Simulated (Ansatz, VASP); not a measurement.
**MgO: VASP beside Ansatz**

```xyz
2
Lattice="0.0000 2.1022 2.1022 2.1478 0.0000 2.1022 2.1478 2.1022 0.0000" Properties=species:S:1:pos:R:3 pbc="T T T"
Mg    0.0000    0.0000    0.0000
O     2.1478    2.1022    2.1022
```

Change from the starting cell: uniaxial_x strain +2.2%.

Alike in both runs: task single point; functional r2SCAN; k mesh 10 × 10 × 10; no spin polarisation.

|  | VASP | Ansatz |
| --- | --- | --- |
| version | VASP 6.6.1 | Ansatz 0.2.0 |
| potentials or method | VASP PAW PBE potentials, release 64 (Mg_sv, O) | plane waves, PAW |
| plane-wave cutoff (eV) | 660 | 500 |
| occupations | gaussian, width 0.01 eV | fixed |
| valence electrons in the cell | 16 | 16 |

```tsv
	VASP	Ansatz	Ansatz less VASP
gap on the k mesh at the Fermi level (eV)	5.46	5.44	-0.029
pressure (GPa)	-3.4	-3.3	+0.14
traceless stress, the component that is largest in VASP (GPa)	-2.62	-2.63	-0.004
```

VASP's potentials were made for PBE, not for r2SCAN.
